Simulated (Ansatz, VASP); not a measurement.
**ZnS in VASP and in Ansatz**

The input INCAR:

```
SYSTEM = ZnS
ALGO = Normal
EDIFF = 1E-8
ENCUT = 520
GGA = PS
ISIF = 2
ISMEAR = -1
LASPH = .True.
LCHARG = .False.
LEFG = .True.
LREAL = .False.
LWAVE = .False.
NBANDS = 16
NELM = 80
PREC = Accurate
SIGMA = 0.01
```

The input KPOINTS:

```
k-points
0
Gamma
  9 9 9
  0 0 0
```

POSCAR

```
ZnS
1.0
    0.0000000000      2.6680961947      2.6680961947
    2.6680961947      0.0000000000      2.6680961947
    2.6680961947      2.6680961947      0.0000000000
Zn S
1 1
Direct
    0.0000000000      0.0000000000      0.0000000000
    0.7500000000      0.7500000000      0.7500000000
```

Input for Ansatz:

```yaml
crystal:
  lattice:
    - [0.0, 2.6680961947, 2.6680961947]
    - [2.6680961947, 0.0, 2.6680961947]
    - [2.6680961947, 2.6680961947, 0.0]
  atoms:
    - { symbol: Zn, position: [0.0, 0.0, 0.0] }
    - { symbol: S, position: [0.75, 0.75, 0.75] }
kpoints:
  mp_grid: { grid: [9, 9, 9] }
scf:
  occupations: { method: fermi_dirac, width: 0.01 }
hamiltonian:
  xc: pbesol
  pseudopotentials: { kind: all_electron, datasets: crystal }
output:
  forces: true
  stress: true
  eigenvalues: true
  efg: { contact_densities: true }
```

Change from the starting cell: volume scaled by 0.96, crystal datasets.

Alike in both runs: task electric field gradients; functional PBEsol; k mesh 9 × 9 × 9; occupations fermi-dirac, width 0.01 eV; no spin polarisation.

|  | VASP | Ansatz |
| --- | --- | --- |
| version | VASP 6.6.1 | Ansatz 0.2.0 |
| potentials or method | VASP PAW PBE potentials, release 64 (Zn, S), cutoff 520 eV | all-electron PAW with datasets made for the crystal, scalar-relativistic |

```tsv
	VASP	Ansatz	Ansatz less VASP
gap on the k mesh at the Fermi level (eV)	2.14	2.14	-0.004
pressure (GPa)	1.1	0.9	-0.21
```

VASP's potentials were made for PBE, not for PBEsol. Ansatz ran all-electron here, and VASP with PAW potentials.
